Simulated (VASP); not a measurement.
# CsI (Pm-3m) in VASP: single point with PBE

Aim: the single point of CsI with PBE.

Program: VASP 6.6.1. These are calculated values, not measurements. Logs are shortened: lines on timing, memory, paths and dates and some standing lists are left out, and cuts for length are marked.

## (1) The cell of the first run

Symmetry: Pm-3m, No. 221, cubic system. The conventional cell has a = 4.665 Å, b = 4.665 Å, c = 4.665 Å, α = 90.00°, β = 90.00°, γ = 90.00°. Within 5.3 Å of Cs (site symmetry m-3m) lie 8 I at 4.04 Å and 6 Cs at 4.67 Å. I (site symmetry m-3m) has 8 Cs at 4.04 Å and 6 I at 4.67 Å within 5.3 Å.

## (2) Single point, PBE

File POSCAR:

```
CsI
1.0
    4.6654673611      0.0000000000      0.0000000000
    0.0000000000      4.6654673611      0.0000000000
    0.0000000000      0.0000000000      4.6654673611
Cs I
1 1
Direct
    0.0000000000      0.0000000000      0.0000000000
    0.5000000000      0.5000000000      0.5000000000
```

File INCAR.step1:

```
SYSTEM = CsI
PREC = Accurate ; ENCUT = 400
EDIFF = 1E-6 ; ISMEAR = 0
SIGMA = 0.05 ; LREAL = .False.
LASPH = .True. ; NELM = 120
ALGO = Normal ; ISIF = 2
LWAVE = .False. ; LCHARG = .True.
GGA = PE ; NBANDS = 15
GGA_COMPAT = .False. ; NEDOS = 2001
LORBIT = 11
```

File KPOINTS.step1:

```
Automatic mesh
0
Gamma
  8 8 8
  0 0 0
```

File INCAR.step2:

```
SYSTEM = CsI
PREC = Accurate ; ENCUT = 400
EDIFF = 1E-6 ; ISMEAR = -5
SIGMA = 0.05 ; LREAL = .False.
LASPH = .True. ; NELM = 120
ALGO = Normal ; ISIF = 2
LWAVE = .False. ; LCHARG = .False.
GGA = PE ; LORBIT = 10
NEDOS = 1001 ; ICHARG = 11
GGA_COMPAT = .False.
```

File KPOINTS.step2:

```
Automatic mesh
0
Gamma
  12 12 12
  0 0 0
```

Potentials or basis: VASP PAW PBE potentials, release 64 (Cs_sv, I).

Started as:

```
> cat potpaw_PBE.64/Cs_sv/POTCAR potpaw_PBE.64/I/POTCAR > POTCAR
> cp INCAR.step1 INCAR
> cp KPOINTS.step1 KPOINTS
> mpirun -np 1 vasp_std > vasp.out
> cp INCAR.step2 INCAR
> cp KPOINTS.step2 KPOINTS
> mpirun -np 1 vasp_std > vasp.out
```

OUTCAR:

```text
SYSTEM = CsI
   PREC = Accurate
   ENCUT = 400
   EDIFF = 1E-6
   ISMEAR = -5
   LREAL = .False.
   LASPH = .True.
   NELM = 120
   ISIF = 2
   GGA = PE
   LORBIT = 10
   ICHARG = 11

 ion  position               nearest neighbor table
   1  0.000  0.000  0.000-
   2  0.500  0.500  0.500-

  LATTYP: Found a simple cubic cell.
 ALAT       =     4.6654673611

  Lattice vectors:

 A1 = (   4.6654673611,   0.0000000000,   0.0000000000)
 A2 = (   0.0000000000,   4.6654673611,   0.0000000000)
 A3 = (   0.0000000000,   0.0000000000,   4.6654673611)

Analysis of symmetry for initial positions (statically):
=====================================================================
 Subroutine PRICEL returns:
 Original cell was already a primitive cell.

 Routine SETGRP: Setting up the symmetry group for a
 simple cubic supercell.

 Subroutine GETGRP returns: Found 48 space group operations
 (whereof 48 operations were pure point group operations)
 out of a pool of 48 trial point group operations.

The static configuration has the point symmetry O_h .

Analysis of symmetry for dynamics (positions and initial velocities):
=====================================================================
 Subroutine PRICEL returns:
 Original cell was already a primitive cell.

 Routine SETGRP: Setting up the symmetry group for a
 simple cubic supercell.

 Subroutine GETGRP returns: Found 48 space group operations
 (whereof 48 operations were pure point group operations)
 out of a pool of 48 trial point group operations.

The dynamic configuration has the point symmetry O_h .

 Subroutine INISYM returns: Found 48 space group operations
 (whereof 48 operations are pure point group operations),
 and found     1 'primitive' translations

----------------------------------------------------------------------------------------

                                     Primitive cell

  volume of cell :     101.5513

  direct lattice vectors                    reciprocal lattice vectors
     4.665467361  0.000000000  0.000000000     0.214340799  0.000000000  0.000000000
     0.000000000  4.665467361  0.000000000     0.000000000  0.214340799  0.000000000
     0.000000000  0.000000000  4.665467361     0.000000000  0.000000000  0.214340799

  length of vectors
     4.665467361  4.665467361  4.665467361     0.214340799  0.214340799  0.214340799

  position of ions in fractional coordinates (direct lattice)
     0.000000000  0.000000000  0.000000000
     0.500000000  0.500000000  0.500000000

  ion indices of the primitive-cell ions
   primitive index   ion index
                 1           1
                 2           2

----------------------------------------------------------------------------------------

 KPOINTS: Automatic mesh

Automatic generation of k-mesh.
 Grid dimensions read from file:
 generate k-points for:   12   12   12

 Generating k-lattice:

  Cartesian coordinates                     Fractional coordinates (reciprocal lattice)
     0.017861733  0.000000000  0.000000000     0.083333333  0.000000000  0.000000000
     0.000000000  0.017861733  0.000000000     0.000000000  0.083333333  0.000000000
     0.000000000  0.000000000  0.017861733     0.000000000  0.000000000  0.083333333

  Length of vectors
     0.017861733  0.017861733  0.017861733

  Shift w.r.t. Gamma in fractional coordinates (k-lattice)
     0.000000000  0.000000000  0.000000000

 TETIRR: Found    854 inequivalent tetrahedra from    10368

 Subroutine IBZKPT returns following result:
 ===========================================

 Found     84 irreducible k-points:

 Following reciprocal coordinates:
            Coordinates               Weight
  0.000000  0.000000  0.000000      1.000000
  0.083333  0.000000  0.000000      6.000000
  0.166667  0.000000  0.000000      6.000000
  0.250000  0.000000  0.000000      6.000000
  0.333333  0.000000  0.000000      6.000000
  0.416667  0.000000  0.000000      6.000000
[... 16 lines left out ...]
  0.333333  0.333333  0.000000     12.000000
  0.416667  0.333333  0.000000     24.000000
 [... further k-points ...]
   k-points           NKPTS =     84   k-points in BZ     NKDIM =     84   number of bands    NBANDS=     12
   number of dos      NEDOS =   1001   number of ions     NIONS =      2
   total plane-waves  NPLWV =  27000
   dimension x,y,z NGX =    30 NGY =   30 NGZ =   30
   dimension x,y,z NGXF=    60 NGYF=   60 NGZF=   60
   ions per type =               1   1
   NGX,Y,Z   is equivalent  to a cutoff of  10.69, 10.69, 10.69 a.u.
   NGXF,Y,Z  is equivalent  to a cutoff of  21.38, 21.38, 21.38 a.u.
 SYSTEM =  CsI
   PREC   = accura    normal or accurate (medium, high low for compatibility)
   ISTART =      0    job   : 0-new  1-cont  2-samecut
   ICHARG =     11    charge: 1-file 2-atom 10-const
   ISPIN  =      1    spin polarized calculation?
   LNONCOLLINEAR =      F non collinear calculations
   LSORBIT =      F    spin-orbit coupling
   LASPH  =      T    aspherical Exc in radial PAW
   ENCUT  =  400.0 eV  29.40 Ry    5.42 a.u.   7.61  7.61  7.61*2*pi/ulx,y,z
   NELM   =    120;   NELMIN=  2; NELMDL=  0     # of ELM steps
   EDIFF  = 0.1E-05   stopping-criterion for ELM
   LREAL  =      F    real-space projection
   EDIFFG = 0.1E-04   stopping-criterion for IOM
   NSW    =      0    number of steps for IOM
   IBRION =     -1    ionic relax: 0-MD 1-quasi-New 2-CG
   NFREE  =      0    steps in history (QN), initial steepest desc. (CG)
   ISIF   =      2    stress and relaxation
   ISYM   =      2    0-nonsym 1-usesym 2-fastsym
   POTIM  = 0.5000    time-step for ionic-motion
   TEBEG  =    0.0;   TEEND  =   0.0 temperature during run
   PSTRESS=    0.0 pullay stress
   NELECT =      16.0000    total number of electrons
   NUPDOWN=      -1.0000    fix difference up-down
   EMIN   =  10.00;   EMAX   =-10.00  energy-range for DOS
   EFERMI =   0.00;   METHOD = LEGACY
   ISMEAR =    -5;   SIGMA  =   0.05  broadening in eV -4-tet -1-fermi 0-gaus
   EFERMI_NEDOS =   21; number of points for ismear=-14 and -15
   IALGO  =     38    algorithm
   IMIX   =      4    mixing-type and parameters
     AMIX     =   0.40;   BMIX     =  1.00
     AMIX_MAG =   1.60;   BMIX_MAG =  1.00
  volume/ion in A,a.u.               =      50.78       342.65
  Fermi-wavevector in a.u.,A,eV,Ry     =   0.884205  1.670905 10.637288  0.781819
  Thomas-Fermi vector in A             =   2.005074
   LORBIT       =     10    0 simple, 1 ext, 2 COOP (PROOUT), +10 PAW based schemes
   GGA     = PE    functional components
   LHFCALC =     F    Hartree Fock is set to
   AEXX    =    0.0000 exact exchange contribution
   IVDW    =     0    specifies the selected vdW correction
   LEPSILON=     F    determine dielectric tensor
   LRPA    =     F    only Hartree local field effects (RPA)
 non-spin polarized calculation
 Fermi weights with tetrahedron method with Bloechl corrections
  energy-cutoff  :      400.00
  volume of cell :      101.55
 maximum number of plane-waves:      1860

 number of electron      15.9999999 magnetization

 Free energy of the ion-electron system (eV)
  ---------------------------------------------------
  ext. energy  EPLUGINS =         0.00000000
  ---------------------------------------------------
  free energy    TOTEN  =        -5.44280781 eV

  energy without entropy =       -5.44280781  energy(sigma->0) =       -5.44280781

 E-fermi :   0.4600     XC(G=0):  -7.4971

 val. band max:        0.4468680666   @ k =   0.5000   0.5000   0.0000
 cond. band min:       4.1244606419   @ k =   0.0000   0.0000   0.0000
 fundamental gap:      3.6775925753
 Fermi energy:         0.4599635743

 k-point     1 :       0.0000    0.0000    0.0000
  band No.  band energies     occupation
      1     -20.0296      2.00000
      2     -10.1162      2.00000
      3      -6.7390      2.00000
      4      -6.7390      2.00000
      5      -6.7390      2.00000
      6       0.3506      2.00000
      7       0.3506      2.00000
      8       0.3506      2.00000
      9       4.1245      0.00000
     10       4.7156      0.00000
     11       4.7156      0.00000
     12       8.0669      0.00000

 k-point     2 :       0.0833    0.0000    0.0000
  band No.  band energies     occupation
      1     -20.0283      2.00000
      2     -10.1160      2.00000
      3      -6.7490      2.00000
      4      -6.7358      2.00000
      5      -6.7358      2.00000
      6       0.2282      2.00000
      7       0.3432      2.00000
      8       0.3432      2.00000
      9       4.2806      0.00000
     10       4.7552      0.00000
     11       4.8541      0.00000
     12       8.0792      0.00000

 k-point     3 :       0.1667    0.0000    0.0000
  band No.  band energies     occupation
      1     -20.0250      2.00000
      2     -10.1158      2.00000
      3      -6.7752      2.00000
      4      -6.7270      2.00000
      5      -6.7270      2.00000
      6      -0.0669      2.00000
      7       0.3230      2.00000
      8       0.3230      2.00000
      9       4.6769      0.00000
     10       4.8725      0.00000
     11       5.2496      0.00000
     12       7.9923      0.00000
[... 286 lines left out ...]
 k-point    23 :       0.3333    0.3333    0.0000
  band No.  band energies     occupation
      1     -20.0030      2.00000
      2     -10.0379      2.00000
      3      -6.9621      2.00000
      4      -6.8816      2.00000
      5      -6.6758      2.00000
      6      -0.4730      2.00000
      7      -0.2297      2.00000
      8       0.3589      2.00000
      9       5.1962      0.00000
     10       5.7114      0.00000
     11       6.8064      0.00000
     12       7.3817      0.00000

 k-point    24 :       0.4167    0.3333    0.0000
  band No.  band energies     occupation
      1     -19.9999      2.00000
      2     -10.0181      2.00000
      3      -6.9847      2.00000
      4      -6.9307      2.00000
      5      -6.6692      2.00000
      6      -0.4977      2.00000
      7      -0.2462      2.00000
      8       0.3823      2.00000
      9       5.0704      0.00000
     10       5.6289      0.00000
     11       6.7406      0.00000
     12       7.0406      0.00000

 [... further k-points ...]
[... 5 lines left out ...]
  --------------------------------------------------------------------------------------
  -------------------------------------------------------------------------------------
  Total        0.0139255      0.0139255      0.0139255      0.0000000      0.0000000      0.0000000
  in kB        0.2197035      0.2197035      0.2197035      0.0000000      0.0000000      0.0000000
  external PRESSURE =       0.2197035 kB  Pullay stress =       0.0000000 kB

 VOLUME and BASIS-vectors are now :
 -----------------------------------------------------------------------------
  energy-cutoff  :      400.00
  volume of cell :      101.55
      direct lattice vectors                 reciprocal lattice vectors
     4.665467361  0.000000000  0.000000000     0.214340799  0.000000000  0.000000000
     0.000000000  4.665467361  0.000000000     0.000000000  0.214340799  0.000000000
     0.000000000  0.000000000  4.665467361     0.000000000  0.000000000  0.214340799

 POSITION                                       TOTAL-FORCE (eV/Angst)
 -----------------------------------------------------------------------------------
      0.00000      0.00000      0.00000         0.000000      0.000000      0.000000
      2.33273      2.33273      2.33273         0.000000      0.000000      0.000000
 -----------------------------------------------------------------------------------
    total drift:                                0.000000     -0.000000     -0.000000

  FREE ENERGIE OF THE ION-ELECTRON SYSTEM (eV)
  ---------------------------------------------------
  free  energy   TOTEN  =        -5.4428078078 eV

  energy  without entropy=       -5.4428078078  energy(sigma->0) =       -5.44280781

 total charge

# of ion       s       p       d       tot
------------------------------------------
    1        1.842   4.705   0.024   6.572
    2        1.495   2.832   0.002   4.328
--------------------------------------------------
tot          3.337   7.537   0.026  10.900
```

Run time: 95 s. Hardware: 1 thread of Intel Xeon 8259CL, shared host; peak memory 0.21 GiB.

Results:

```
Valence electrons inside the program's atomic spheres : Cs 6.57; I 4.33
```

Caveat: spin-orbit coupling is left out, which moves the levels of the heavy elements.
